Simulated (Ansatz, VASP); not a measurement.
PtS2: VASP beside Ansatz

File INCAR:

```
ALGO     = Normal         # electronic algorithm
DIPOL    = 0.5 0.5 0.376
EDIFF    = 1E-7           # SCF threshold, eV
ENCUT    = 520            # plane-wave cutoff, eV
GGA      = PE             # functional
IDIPOL   = 3            
ISIF     = 2              # what is computed and relaxed
ISMEAR   = 0              # smearing method
IVDW     = 12             # dispersion correction
LASPH    = True           # aspherical terms in the spheres
LCHARG   = True           # write CHGCAR
LDIPOL   = True         
LELF     = True           # ELF
LREAL    = False          # projectors in reciprocal space
LVACPOTAV= True         
LVHAR    = True         
LWAVE    = False          # write WAVECAR
NBANDS   = 31             # bands
NELM     = 80             # most SCF steps
PREC     = Accurate       # precision mode
SIGMA    = 0.05           # smearing width, eV
```

Contents of KPOINTS:

```
k-points
0
Gamma
  9 9 1
```

The input POSCAR:

```
PtS2
1.0
    3.5415278079      0.0000000000      0.0000000000
   -1.7707639039      3.0670530498      0.0000000000
    0.0000000000      0.0000000000     22.4670615492
S Pt
4 2
Direct
    0.6666666667      0.3333333333      0.2002932155
    0.3333333333      0.6666666667      0.3108341854
    0.8333333333      0.6666666667      0.4416924195
    0.5000000000      1.0000000000      0.5522333894
    0.0000000000      0.0000000000      0.2555637004
    0.1666666667      0.3333333333      0.4969629044
```

Input for Ansatz:

```yaml
crystal:
  lattice:
    - [3.5415278079, 0.0, 0.0]
    - [-1.7707639039, 3.0670530498, 0.0]
    - [0.0, 0.0, 22.4670615492]
  atoms:
    - { symbol: S, position: [0.6666666667, 0.3333333333, 0.2002932155] }
    - { symbol: Pt, position: [0.0, 0.0, 0.2555637004] }
    - { symbol: S, position: [0.3333333333, 0.6666666667, 0.3108341854] }
    - { symbol: S, position: [0.8333333333, 0.6666666667, 0.4416924195] }
    - { symbol: Pt, position: [0.1666666667, 0.3333333333, 0.4969629044] }
    - { symbol: S, position: [0.5, 1.0, 0.5522333894] }
basis:
  ecutwfc: 420
kpoints:
  mp_grid: { grid: [9, 9, 1] }
hamiltonian:
  xc: pbe
  pseudopotentials: { kind: paw, azcp: { folder: soft_1 } }
  dispersion: d3bj
scf:
  occupations: { method: gaussian, width: 0.05 }
output:
  forces: true
  eigenvalues: true
efield:
  axis: 3
  dipole_correction: true
  ramp_width: 0.04
```

Alike in both runs: task single point; functional PBE; dispersion D3(BJ); k mesh 9 × 9 × 1; occupations gaussian, width 0.05 eV; no spin polarisation.

|  | VASP | Ansatz |
| --- | --- | --- |
| version | VASP 6.6.1 | Ansatz 0.2.0 |
| potentials or method | VASP PAW PBE potentials, release 64 (S, Pt), cutoff 520 eV | scalar-relativistic, plane waves, PAW |
| valence electrons in the cell | 44 | 60 |

Ansatz gave:

- gap on the k mesh at the Fermi level (eV): 1.17
- least direct gap on the mesh (eV): 1.29
- rms of the force components (eV/Å): 0.047

Q: Estimate VASP's values.

A: gap on the k mesh at the Fermi level (eV): 1.17; least direct gap on the mesh (eV): 1.30; rms of the force components (eV/Å): 0.054.

VASP's potentials hold 44 valence electrons a cell and Ansatz's 60, so a difference there can come from the potentials and not from the codes.

Spin-orbit coupling is off throughout.
